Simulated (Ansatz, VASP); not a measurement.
CdS: VASP beside Ansatz

```
Cd S
1.0
     3.84104    0.00000    0.00000
    -1.92052    3.32644    0.00000
     0.00000    0.00000    6.44527
Cd S
2 2
Direct
  0.00000 0.00000 0.00000
  0.00000 0.00000 0.50000
  0.33333 0.66667 0.25000
  0.66667 0.33333 0.75000
```

Alike in both runs: task single point; functional r2SCAN; k mesh 6 × 6 × 4; no spin polarisation.

|  | VASP | Ansatz |
| --- | --- | --- |
| version | VASP 6.6.1 | Ansatz 0.2.0 |
| potentials or method | VASP PAW PBE potentials, release 64 (Cd, S) | plane waves, PAW |
| plane-wave cutoff (eV) | 520 | 500 |
| occupations | gaussian, width 0.01 eV | fixed |
| valence electrons in the cell | 36 | 52 |

|  | VASP | Ansatz | Ansatz less VASP |
| --- | --- | --- | --- |
| gap on the k mesh at the Fermi level (eV) | 1.24 | 1.26 | +0.016 |
| pressure (GPa) | 0.5 | 0.0 | -0.46 |

VASP's potentials were made for PBE, not for r2SCAN. VASP's potentials hold 36 valence electrons a cell and Ansatz's 52, so a difference there can come from the potentials and not from the codes.
